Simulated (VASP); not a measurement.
# C (C2/m) in VASP: relaxation of the atoms with PBE+D3(BJ)

Aim: the relaxation of the atoms of C with PBE+D3(BJ).

Program: VASP 6.6.1. These are calculated values, not measurements. Logs are shortened: lines on timing, memory, paths and dates and some standing lists are left out, and cuts for length are marked.

## 1. The cell of the first run

The structure is monoclinic, space group C2/m (No. 12). Conventional cell: a = 2.465 Å, b = 4.269 Å, c = 3.582 Å, α = 90.00°, β = 95.14°, γ = 90.00°. Within 1.9 Å of C (site symmetry 2) lie 3 C at 1.42 Å.

## 2. Relaxation of the atoms, PBE+D3(BJ) (shear of c along a, cell held: +9.0 %)

INCAR reads:

```
SYSTEM = C
  ALGO = Normal
  EDIFF = 1E-7
  EDIFFG = -0.008
  ENCUT = 520
  GGA = PE
  IBRION = 2
  ISIF = 2
  ISMEAR = 0
  IVDW = 12
  KPAR = 2
  LASPH = .TRUE.
  LCHARG = .FALSE.
  LREAL = .FALSE.
  LWAVE = .FALSE.
  NELM = 80
  NSW = 60
  PREC = Accurate
  SIGMA = 0.1
```

KPOINTS reads:

```
k-points
0
G
  24 24 14
  0 0 0
```

POSCAR reads:

```
C
1.0
    2.4647381243      0.0000000000      0.0000000000
   -1.2323690621      2.1345258293      0.0000000000
    0.3210683540      0.0000000000      3.5674261550
C
2
Direct
    0.3333333334      0.6666666667      0.0000000000
    0.6666666667      0.3333333333      0.0000000000
```

Potentials or basis: VASP PAW PBE potentials, release 64 (C).

Started as:

```console
$ cat potpaw_PBE.64/C/POTCAR > POTCAR
$ mpirun -np 2 vasp_std > vasp.out
```

OUTCAR:

```text
SYSTEM = C
   EDIFF = 1E-7
   EDIFFG = -0.008
   ENCUT = 520
   GGA = PE
   IBRION = 2
   ISIF = 2
   ISMEAR = 0
   IVDW = 12
   LASPH = .TRUE.
   LREAL = .FALSE.
   NELM = 80
   NSW = 60
   PREC = Accurate
 IVDW          = 12

 ion  position               nearest neighbor table
   1  0.333  0.667  0.000-   2 1.42   2 1.42   2 1.42
   2  0.667  0.333  0.000-   1 1.42   1 1.42   1 1.42

  LATTYP: Found a base centered monoclinic cell.
 ALAT       =     2.4647381243
 B/A-ratio  =     1.7320508076
 C/A-ratio  =     1.4532355613
 COS(beta)  =    -0.0896376995

  Lattice vectors:

 A1 = (  -1.2323690621,   2.1345258293,   0.0000000000)
 A2 = (  -1.2323690622,  -2.1345258293,   0.0000000000)
 A3 = (   0.3210683540,   0.0000000000,   3.5674261550)

Analysis of symmetry for initial positions (statically):
=====================================================================
 Subroutine PRICEL returns:
 Original cell was already a primitive cell.

 Routine SETGRP: Setting up the symmetry group for a
 base centered monoclinic supercell.

 Subroutine GETGRP returns: Found  4 space group operations
 (whereof  4 operations were pure point group operations)
 out of a pool of  4 trial point group operations.

The static configuration has the point symmetry C_2h.

Analysis of symmetry for dynamics (positions and initial velocities):
=====================================================================
 Subroutine PRICEL returns:
 Original cell was already a primitive cell.

 Routine SETGRP: Setting up the symmetry group for a
 base centered monoclinic supercell.

 Subroutine GETGRP returns: Found  4 space group operations
 (whereof  4 operations were pure point group operations)
 out of a pool of  4 trial point group operations.

The dynamic configuration has the point symmetry C_2h.

 Subroutine INISYM returns: Found  4 space group operations
 (whereof  4 operations are pure point group operations),
 and found     1 'primitive' translations

----------------------------------------------------------------------------------------

                                     Primitive cell

  volume of cell :      18.7684

  direct lattice vectors                    reciprocal lattice vectors
     2.464738124  0.000000000  0.000000000     0.405722616  0.234244062 -0.036515035
    -1.232369062  2.134525829  0.000000000     0.000000000  0.468488123  0.000000000
     0.321068354  0.000000000  3.567426155     0.000000000  0.000000000  0.280314141

  length of vectors
     2.464738124  2.464738124  3.581845091     0.469909001  0.468488123  0.280314141

  position of ions in fractional coordinates (direct lattice)
     0.333333333  0.666666667  0.000000000
     0.666666667  0.333333333  0.000000000

  ion indices of the primitive-cell ions
   primitive index   ion index
                 1           1
                 2           2

----------------------------------------------------------------------------------------

 KPOINTS: k-points

Automatic generation of k-mesh.
 Grid dimensions read from file:
 generate k-points for:   24   24   14

 Generating k-lattice:

  Cartesian coordinates                     Fractional coordinates (reciprocal lattice)
     0.016905109  0.009760169 -0.001521460     0.041666667 -0.000000000  0.000000000
     0.000000000  0.019520338  0.000000000     0.000000000  0.041666667  0.000000000
     0.000000000  0.000000000  0.020022439     0.000000000  0.000000000  0.071428571

  Length of vectors
     0.019579542  0.019520338  0.020022439

  Shift w.r.t. Gamma in fractional coordinates (k-lattice)
     0.000000000  0.000000000  0.000000000

 Subroutine IBZKPT returns following result:
 ===========================================

 Found   2114 irreducible k-points:

 Following reciprocal coordinates:
            Coordinates               Weight
  0.000000  0.000000  0.000000      1.000000
  0.041667  0.000000  0.000000      4.000000
  0.083333  0.000000  0.000000      4.000000
  0.125000 -0.000000  0.000000      4.000000
  0.166667  0.000000  0.000000      4.000000
  0.208333 -0.000000  0.000000      4.000000
[... 16 lines left out ...]
  0.375000  0.041667 -0.000000      4.000000
  0.416667  0.041667  0.000000      4.000000
 [... further k-points ...]
   k-points           NKPTS =   2114   k-points in BZ     NKDIM =   2114   number of bands    NBANDS=      8
   number of dos      NEDOS =    301   number of ions     NIONS =      2
   total plane-waves  NPLWV =   9072
   dimension x,y,z NGX =    18 NGY =   18 NGZ =   28
   dimension x,y,z NGXF=    36 NGYF=   36 NGZF=   56
   ions per type =               2
   NGX,Y,Z   is equivalent  to a cutoff of  12.14, 12.14, 13.00 a.u.
   NGXF,Y,Z  is equivalent  to a cutoff of  24.28, 24.28, 25.99 a.u.
 SYSTEM =  C
   PREC   = accura    normal or accurate (medium, high low for compatibility)
   ISTART =      0    job   : 0-new  1-cont  2-samecut
   ICHARG =      2    charge: 1-file 2-atom 10-const
   ISPIN  =      1    spin polarized calculation?
   LNONCOLLINEAR =      F non collinear calculations
   LSORBIT =      F    spin-orbit coupling
   LASPH  =      T    aspherical Exc in radial PAW
   ENCUT  =  520.0 eV  38.22 Ry    6.18 a.u.   4.58  4.58  6.66*2*pi/ulx,y,z
   NELM   =     80;   NELMIN=  2; NELMDL= -5     # of ELM steps
   EDIFF  = 0.1E-06   stopping-criterion for ELM
   LREAL  =      F    real-space projection
   EDIFFG = -.8E-02   stopping-criterion for IOM
   NSW    =     60    number of steps for IOM
   IBRION =      2    ionic relax: 0-MD 1-quasi-New 2-CG
   NFREE  =      1    steps in history (QN), initial steepest desc. (CG)
   ISIF   =      2    stress and relaxation
   ISYM   =      2    0-nonsym 1-usesym 2-fastsym
   POTIM  = 0.5000    time-step for ionic-motion
   TEBEG  =    0.0;   TEEND  =   0.0 temperature during run
   PSTRESS=    0.0 pullay stress
   NELECT =       8.0000    total number of electrons
   NUPDOWN=      -1.0000    fix difference up-down
   EMIN   =  10.00;   EMAX   =-10.00  energy-range for DOS
   EFERMI =   0.00;   METHOD = LEGACY
   ISMEAR =     0;   SIGMA  =   0.10  broadening in eV -4-tet -1-fermi 0-gaus
   EFERMI_NEDOS =   21; number of points for ismear=-14 and -15
   IALGO  =     38    algorithm
   IMIX   =      4    mixing-type and parameters
     AMIX     =   0.40;   BMIX     =  1.00
     AMIX_MAG =   1.60;   BMIX_MAG =  1.00
  volume/ion in A,a.u.               =       9.38        63.33
  Fermi-wavevector in a.u.,A,eV,Ry     =   1.232052  2.328241 20.652998  1.517953
  Thomas-Fermi vector in A             =   2.366838
   LORBIT       =      0    0 simple, 1 ext, 2 COOP (PROOUT), +10 PAW based schemes
   GGA     = PE    functional components
   LHFCALC =     F    Hartree Fock is set to
   AEXX    =    0.0000 exact exchange contribution
   IVDW    =    12    specifies the selected vdW correction
   LEPSILON=     F    determine dielectric tensor
   LRPA    =     F    only Hartree local field effects (RPA)
 conjugate gradient relaxation of ions
 non-spin polarized calculation
 Gauss-broadening in eV      SIGMA  =   0.10
  energy-cutoff  :      520.00
  volume of cell :       18.77
 maximum number of plane-waves:       524
   NGX =  9   NGY =  9   NGZ = 13

 number of electron       7.9999998 magnetization

 Free energy of the ion-electron system (eV)
  ---------------------------------------------------
  ext. energy  EPLUGINS =         0.00000000
  ---------------------------------------------------
  free energy    TOTEN  =       -18.42924113 eV

  energy without entropy =      -18.42918158  energy(sigma->0) =      -18.42921135

 E-fermi :   4.1674     XC(G=0):  -9.8899

 val. band max:        4.1454145964   @ k =  -0.3333  -0.3333   0.2143
 cond. band min:       4.1884964082   @ k =  -0.3333  -0.3333   0.2857
 fundamental gap:      0.0430818119
 Fermi energy:         4.1673776503

 k-point     1 :       0.0000    0.0000    0.0000
  band No.  band energies     occupation
      1     -15.4381      2.00000
      2      -2.6907      2.00000
      3       1.1404      2.00000
      4       1.1425      2.00000
      5       8.0111      0.00000
      6      12.4807      0.00000
      7      12.4869      0.00000
      8      15.7303      0.00000

 k-point     2 :       0.0417    0.0000    0.0000
  band No.  band energies     occupation
      1     -15.3967      2.00000
      2      -2.6435      2.00000
      3       0.9718      2.00000
      4       1.0513      2.00000
      5       8.0633      0.00000
      6      12.5086      0.00000
      7      12.6614      0.00000
      8      15.5908      0.00000

 k-point     3 :       0.0833    0.0000    0.0000
  band No.  band energies     occupation
      1     -15.2727      2.00000
      2      -2.5021      2.00000
      3       0.4875      2.00000
      4       0.8010      2.00000
      5       8.2203      0.00000
      6      12.5501      0.00000
      7      13.1791      0.00000
      8      15.1868      0.00000

 k-point     4 :       0.1250   -0.0000    0.0000
  band No.  band energies     occupation
      1     -15.0664      2.00000
      2      -2.2676      2.00000
      3      -0.2474      2.00000
      4       0.4353      2.00000
      5       8.4823      0.00000
      6      12.5533      0.00000
      7      13.9864      0.00000
      8      14.5517      0.00000

 k-point     5 :       0.1667    0.0000    0.0000
  band No.  band energies     occupation
      1     -14.7784      2.00000
      2      -1.9418      2.00000
      3      -1.1592      2.00000
      4       0.0059      2.00000
      5       8.8489      0.00000
      6      12.4865      0.00000
      7      13.7306      0.00000
      8      15.0250      0.00000

 k-point     6 :       0.2083   -0.0000    0.0000
  band No.  band energies     occupation
      1     -14.4095      2.00000
      2      -2.1833      2.00000
      3      -1.5277      2.00000
      4      -0.4424      2.00000
      5       9.3187      0.00000
      6      12.3574      0.00000
      7      12.7711      0.00000
      8      16.2387      0.00000

 k-point     7 :       0.2500   -0.0000    0.0000
  band No.  band energies     occupation
      1     -13.9611      2.00000
      2      -3.2689      2.00000
      3      -1.0303      2.00000
      4      -0.8760      2.00000
      5       9.8884      0.00000
      6      11.7194      0.00000
      7      12.1939      0.00000
      8      17.5764      0.00000
[... 133 lines left out ...]
 k-point    20 :       0.2500    0.0417    0.0000
  band No.  band energies     occupation
      1     -13.6776      2.00000
      2      -3.8197      2.00000
      3      -1.2099      2.00000
      4      -0.7155      2.00000
      5      10.2422      0.00000
      6      11.1271      0.00000
      7      12.2851      0.00000
      8      17.8251      0.00000

 k-point    21 :       0.2917    0.0417    0.0000
  band No.  band energies     occupation
      1     -13.1137      2.00000
      2      -4.9220      2.00000
      3      -1.5828      2.00000
      4      -0.1090      2.00000
      5      10.0176      0.00000
      6      10.9578      0.00000
      7      12.1319      0.00000
      8      18.7857      0.00000

 k-point    22 :       0.3333    0.0417    0.0000
  band No.  band energies     occupation
      1     -12.4766      2.00000
      2      -6.0114      2.00000
      3      -1.8929      2.00000
      4       0.5503      2.00000
      5       8.9350      0.00000
      6      11.6386      0.00000
      7      12.1154      0.00000
      8      18.8556      0.00000

 k-point    23 :       0.3750    0.0417   -0.0000
  band No.  band energies     occupation
      1     -11.7724      2.00000
      2      -7.0662      2.00000
      3      -2.1318      2.00000
      4       1.2279      2.00000
      5       7.9201      0.00000
      6      11.7433      0.00000
      7      12.7988      0.00000
      8      18.1386      0.00000

 k-point    24 :       0.4167    0.0417    0.0000
  band No.  band energies     occupation
      1     -11.0173      2.00000
      2      -8.0602      2.00000
      3      -2.2938      2.00000
      4       1.8509      2.00000
      5       7.0638      0.00000
      6      11.6809      0.00000
      7      13.7704      0.00000
      8      17.1106      0.00000

 [... further k-points ...]

------------------------ aborting loop because EDIFF is reached ----------------------------------------

 Edisp (eV)   -0.29040

 E8    (eV) :    -0.0816

  FORCE on cell =-STRESS in cart. coord.  units (eV):
  Direction    XX          YY          ZZ          XY          YZ          ZX
  --------------------------------------------------------------------------------------
  -------------------------------------------------------------------------------------
  Total       0.08076     0.07665    -0.02318     0.00000     0.00000     0.03778
  in kB       6.89454     6.54328    -1.97836     0.00000     0.00000     3.22504
  external pressure =        3.82 kB  Pullay stress =        0.00 kB

 VOLUME and BASIS-vectors are now :
 -----------------------------------------------------------------------------
  energy-cutoff  :      520.00
  volume of cell :       18.77
      direct lattice vectors                 reciprocal lattice vectors
     2.464738124  0.000000000  0.000000000     0.405722616  0.234244062 -0.036515035
    -1.232369062  2.134525829  0.000000000     0.000000000  0.468488123  0.000000000
     0.321068354  0.000000000  3.567426155     0.000000000  0.000000000  0.280314141

 POSITION                                       TOTAL-FORCE (eV/Angst)
 -----------------------------------------------------------------------------------
      0.00000      1.42302      0.00000        -0.000000     -0.000324     -0.000000
      1.23237      0.71151      0.00000         0.000000      0.000324      0.000000
 -----------------------------------------------------------------------------------
    total drift:                               -0.000000     -0.000000      0.000000

  FREE ENERGIE OF THE ION-ELECTRON SYSTEM (eV)
  ---------------------------------------------------
  free  energy   TOTEN  =       -18.7196400665 eV

  energy  without entropy=      -18.7195805115  energy(sigma->0) =      -18.71961029

 reached required accuracy - stopping structural energy minimisation
```

Run time: 67 s. Hardware: 2 MPI ranks of AMD EPYC 9R45 (Zen 5), shared host; peak memory 0.34 GiB.

Results:

* Free energy: -18.7196 eV
* Pressure after relaxing: 0.4 GPa
* Band gap on the k mesh: zero (bands 4 and 5 overlap by 0.83 eV)
* Dispersion energy per atom: -0.145 eV

Final structure:
```
C
1.0
     2.46474    0.00000    0.00000
    -1.23237    2.13453    0.00000
     0.32107    0.00000    3.56743
C
2
Cartesian
  0.0000 1.4230 0.0000
  1.2324 0.7115 0.0000
```

Caveat: the cell differs from its parent crystal (shear of c along a, cell held: +9.0 %).

The gap in the log of VASP goes by the Fermi energy; the results here count the filled bands.